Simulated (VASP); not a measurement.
## SrO: relaxation of cell and atoms with RPBE+D3(BJ)

The system is SrO.

```
CELL_PARAMETERS angstrom
0.00000 2.56630 2.56630
2.56630 0.00000 2.56630
2.56630 2.56630 0.00000
ATOMIC_POSITIONS crystal
Sr 0.50000 0.50000 0.50000
O 0.00000 0.00000 0.00000
```

| Quantity | Value |
| --- | --- |
| Program | VASP 6.6.1 |
| Task | relaxation of cell and atoms |
| Functional | RPBE |
| Dispersion | D3(BJ) |
| Potentials or basis | VASP PAW PBE potentials, release 64 (Sr_sv, O) |
| Cutoff | 600 eV |
| k mesh | 9 × 9 × 9 |
| Occupations | fermi-dirac, width 0.05 eV |
| Spin | no spin polarisation |
| Dipole correction | no |
| Further INCAR settings | ALGO = Normal; EDIFF = 1e-07; IBRION = 2; EDIFFG = -0.005; NSW = 80; ISIF = 3 |

```
Relaxed volume                         : 14.82 Å³/atom
Relaxed cell                           : a = 3.474 Å, b = 3.474 Å, c = 3.474 Å, α = 60.00°, β = 60.00°, γ = 60.00°
Space group after relaxing (to 0.05 Å) : Fm-3m (No. 225)
Energy gained by relaxing              : 102.1 meV/atom
Ionic steps                            : 6
Pressure after relaxing                : 0.0 GPa
Band gap on the k mesh                 : 3.30 eV, direct
Dispersion energy per atom             : -1.939 eV
```

The path:
| step | energy change (eV) | largest force (eV/Å) | pressure (GPa) | volume (Å³) |
| --- | --- | --- | --- | --- |
| 1 | 0.0000 | 0.0000 | -13.87 | 33.80 |
| 2 | -0.0935 | 0.0000 | 15.40 | 27.14 |
| 3 | -0.2042 | 0.0000 | -0.16 | 29.67 |
| 4 | -0.2042 | 0.0000 | 0.21 | 29.59 |
| 5 | -0.2042 | 0.0000 | -0.16 | 29.67 |
| 6 | -0.2042 | 0.0000 | 0.01 | 29.64 |

Final structure:
```
CELL_PARAMETERS angstrom
0.00000 2.45621 2.45621
2.45621 0.00000 2.45621
2.45621 2.45621 0.00000
ATOMIC_POSITIONS crystal
Sr 0.50000 0.50000 0.50000
O 0.00000 0.00000 0.00000
```

Levels at points of the mesh, in eV from the valence-band top:
```tsv
k point	band 4	band 5	band 6	band 7	band 8	band 9	band 10	band 11	band 12
(0.00, 0.00, 0.00)	-13.53	-13.53	-0.02	-0.02	-0.02	5.22	6.53	6.53	6.53
```

Run time: 3.2 min on 1 thread of AMD EPYC 7R13, with other jobs on the host, peak memory 0.17 GiB.

Caveat: the PAW data sets were made with another functional, which shifts forces and pressure a little; the volume moved by -12 % from the deposited cell, more than functionals usually miss. A k mesh can miss the band edges.
